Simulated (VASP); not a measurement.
Runs of VASP 6.6.1 on Mg. The structure is that of space group Fm-3m (No. 225), or close to it. The cells are those of the table. 

```csv
cell,gap on the mesh (eV),pressure (GPa)
"a = 3.131 Å, angles 60.0°, 1 atom",none,1.8
"a = 3.216 Å, angles 60.0°, 1 atom",none,-1.4
"a = 3.195 Å, angles 60.0°, 1 atom",none,(b)
"a = 3.236 Å, angles 60.0°, 1 atom",none,(a)
"a = 3.174 Å, angles 60.0°, 1 atom",none,0.0
"a = 3.109 Å, angles 60.0°, 1 atom",none,2.7
"a = 3.153 Å, angles 60.0°, 1 atom",none,0.8
```

Alike in all rows: task single point; level r2SCAN; potentials or basis VASP PAW PBE potentials, release 64 (Mg); no spin polarisation; k mesh 11 × 11 × 11; cutoff (eV) 520; smearing fermi-dirac 0.1 eV.

Question: Fill in the values left out.

Answer: (a) -2.0; (b) -0.7.

Caveats: the PAW data sets were made with another functional, which shifts forces and pressure a little.

A gap of «none» marks levels without a gap at the run's occupations.
